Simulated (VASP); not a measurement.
Input of a VASP 6.6.1 run:

POSCAR

```
Ti
1.0
   -1.7826950017      1.7826950017      1.3905021013
    1.7826950017     -1.7826950017      1.3905021013
    1.7826950017      1.7826950017     -1.3905021013
Ti
1
Direct
    0.0000000000      0.0000000000      0.0000000000
```

INCAR.step1

```
SYSTEM = Ti
ALGO = Normal
EDIFF = 1E-4
ENCUT = 520
GGA = PE
ISMEAR = 0
LASPH = .True.
LCHARG = .False.
LREAL = .False.
LWAVE = .True.
NBANDS = 12
NELM = 100
PREC = Accurate
SIGMA = 0.15
```

INCAR.step2

```
SYSTEM = Ti
ALGO = Normal
EDIFF = 1E-6
ENCUT = 520
ISIF = 2
ISMEAR = 0
ISTART = 1
LASPH = .True.
LCHARG = .True.
LELF = .True.
LMIXTAU = .True.
LREAL = .False.
LVHAR = .True.
LWAVE = .False.
METAGGA = R2SCAN
NBANDS = 12
NELM = 100
PREC = Accurate
SIGMA = 0.15
```

KPOINTS

```
k-points
0
Gamma
  22 22 22
  0 0 0
```

Potentials or basis: VASP PAW PBE potentials, release 64 (Ti_sv).

Launch:

```sh
$ cat potpaw_PBE.64/Ti_sv/POTCAR > POTCAR
$ cp INCAR.step1 INCAR
$ mpirun -np 1 vasp_std > vasp.out
$ cp INCAR.step2 INCAR
$ mpirun -np 1 vasp_std > vasp.out
```

Predict the pressure.

-2.8 GPa.

Predict the band gap on the k mesh.

zero (bands 6 and 7 overlap by 1.10 eV).

Stress tensor (GPa, compression positive):
```
-5.81  0.00  0.00
 0.00 -5.81  0.00
 0.00  0.00  3.29
```

Caveat: the PAW data sets were made with another functional, which shifts forces and pressure a little.
